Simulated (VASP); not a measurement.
Here is a VASP 6.6.1 calculation.

INCAR

```
SYSTEM = Sn2TeO3
ALGO = Normal ; EDIFF = 1E-6
ENCUT = 520 ; GGA = PE
ISIF = 2 ; ISMEAR = 0
LASPH = .TRUE. ; LCHARG = .FALSE.
LREAL = .FALSE. ; LWAVE = .FALSE.
NBANDS = 35 ; NELM = 100
PREC = Accurate ; SIGMA = 0.1
```

KPOINTS

```
k-points
0
G
  6 6 2
  0 0 0
```

Contents of POSCAR:

```
Sn2TeO3
1.0
    3.6214179700      0.0000000000      0.0000000000
    0.0000000000      3.6214179700      0.0000000000
    0.0000000000      0.0000000000      8.0446531900
Sn Te O
2 1 3
Direct
    0.5000000000      0.0000000000      0.7398749000
    0.0000000000      0.5000000000      0.2601251000
    0.5000000000      0.5000000000      0.0000000000
    0.5000000000      0.0000000000      0.3835413500
    0.0000000000      0.5000000000      0.6164586500
    0.0000000000      0.0000000000      0.0000000000
```

Potentials or basis: VASP PAW PBE potentials, release 64 (Sn_d, Te, O).

Launch:

```console
$ cat potpaw_PBE.64/Sn_d/POTCAR potpaw_PBE.64/Te/POTCAR potpaw_PBE.64/O/POTCAR > POTCAR
$ mpirun -np 1 vasp_std > vasp.out
```

Q: Predict the pressure.

A: -2.3 GPa.

Q: What does it give for the band gap on the k mesh?

A: Zero (band 26 reaches 6.75 eV, above the bottom of band 27 at 6.23 eV).

Q: Estimate the largest force.

A: 5.058 eV/Å.

Stress tensor (GPa, compression positive):
```
-4.54  0.00  0.00
 0.00 -4.54  0.00
 0.00  0.00  2.16
```

Caveat: the k points lie up to 0.39 Å⁻¹ apart; spin-orbit coupling is left out, which moves the levels of the heavy elements; forces of over 1 eV/Å act on the atoms, so gaps and moduli don't describe the material at rest.
